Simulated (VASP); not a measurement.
## HfC: single point with PBEsol

Crystal: HfC.

```xyz
2
Lattice="0.0000 2.3250 2.3250 2.3250 0.0000 2.3250 2.3250 2.3250 0.0000" Properties=species:S:1:pos:R:3 pbc="T T T"
Hf    2.3250    2.3250    2.3250
C     0.0000    0.0000    0.0000
```

```
Program             : VASP 6.6.1
Task                : single point
Functional          : PBEsol
Potentials or basis : VASP PAW PBE potentials, release 64 (Hf_pv, C)
Cutoff              : 520 eV
k mesh              : 10 × 10 × 10
Occupations         : fermi-dirac, width 0.05 eV
Spin                : non-collinear spin, zero start, spin-orbit coupling
Starting moments    : [[0.0, 0.0, 0.0], [0.0, 0.0, 0.0]] μB
```

```json
{"Pressure": "-7.1 GPa", "Net moment": "0.00 μB per cell", "Valence electrons inside the program's atomic spheres": "Hf 8.67; C 2.36"}
```

Moments on the atoms (μB; x, y, z):
```
Hf  0.00 0.00 0.00
C   0.00 0.00 0.00
```

Wall time 62 s on 1 thread of AMD EPYC 7R43 64-Core Processor (Zen 3), on a shared host, peak memory 0.19 GiB.

Caveat: the PAW data sets were made with another functional, which shifts forces and pressure a little.
